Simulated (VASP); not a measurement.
A run of VASP 6.6.1:

File INCAR:

```
ALGO     = Fast           # electronic algorithm
EDIFF    = 1E-7           # SCF threshold, eV
ENCUT    = 520            # plane-wave cutoff, eV
GGA      = PS             # functional
ISIF     = 2              # what is computed and relaxed
ISMEAR   = -1             # smearing method
LASPH    = True           # aspherical terms in the spheres
LCHARG   = False          # write CHGCAR
LREAL    = False          # projectors in reciprocal space
LWAVE    = False          # write WAVECAR
NBANDS   = 12             # bands
NELM     = 80             # most SCF steps
PREC     = Accurate       # precision mode
SIGMA    = 0.05           # smearing width, eV
```

Contents of KPOINTS:

```
k-points
0
Gamma
  11 11 11
```

The input POSCAR:

```
Au
1.0
    0.0000000000      2.0233877643      2.0233877643
    2.0233877643      0.0000000000      2.0233877643
    2.0233877643      2.0233877643      0.0000000000
Au
1
Direct
    0.0000000000      0.0000000000      0.0000000000
```

Potentials or basis: VASP PAW PBE potentials, release 64 (Au).

Run with:

```sh
$ cat potpaw_PBE.64/Au/POTCAR > POTCAR
$ mpirun -np 1 vasp_std > vasp.out
```

Hardware: 1 thread of AMD EPYC 9R45 96-Core Processor (Zen 5) (shared host).

Question: Estimate the wall time of this run.

Answer: It took 9.4 s on 1 thread of AMD EPYC 9R45 96-Core Processor (Zen 5), on a shared host, peak memory 0.11 GiB. Counts: scf iterations 13, k points 56.
